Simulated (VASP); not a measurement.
A run of VASP 6.6.1:

The input POSCAR:

```
C
1.0
    2.4403963284      0.0000000000      0.0000000000
   -1.2201981642      2.1134452157      0.0000000000
    0.0000000000      0.0000000000      6.9922648999
C
4
Direct
    0.0000000000      0.0000000000      0.2500000000
    0.0000000000      0.0000000000      0.7500000000
    0.3333333333      0.6666666667      0.2500000000
    0.6666666667      0.3333333333      0.7500000000
```

The input INCAR.step1:

```
ALGO = Normal
EDIFF = 1E-4
ENCUT = 600
GGA = PE
ISMEAR = 0
LASPH = T
LCHARG = F
LREAL = F
LWAVE = T
NELM = 60
PREC = Accurate
SIGMA = 0.1
```

Contents of INCAR.step2:

```
ALGO = Normal
EDIFF = 1E-6
EDIFFG = -0.008
ENCUT = 600
IBRION = 2
ISIF = 3
ISMEAR = 0
ISTART = 1
LASPH = T
LCHARG = F
LMIXTAU = T
LREAL = F
LWAVE = F
METAGGA = R2SCAN
NELM = 60
NSW = 70
PREC = Accurate
PSTRESS = 20.0
SIGMA = 0.1
```

KPOINTS

```
k-points
0
Gamma
  18 18 6
```

Potentials or basis: VASP PAW PBE potentials, release 64 (C).

The run is started by

```console
$ cat potpaw_PBE.64/C/POTCAR > POTCAR
$ cp INCAR.step1 INCAR
$ mpirun -np 1 vasp_std > vasp.out
$ cp INCAR.step2 INCAR
$ mpirun -np 1 vasp_std > vasp.out
```

Hardware: 1 thread of Intel(R) Xeon(R) 6975P-C (Granite Rapids), on a shared host.

Task: Estimate the wall time of this run.

Result: Run time: 11 min on 1 thread of Intel(R) Xeon(R) 6975P-C (Granite Rapids) (shared host), peak memory 0.2 GiB. Counts: k points 148, ion steps 8.
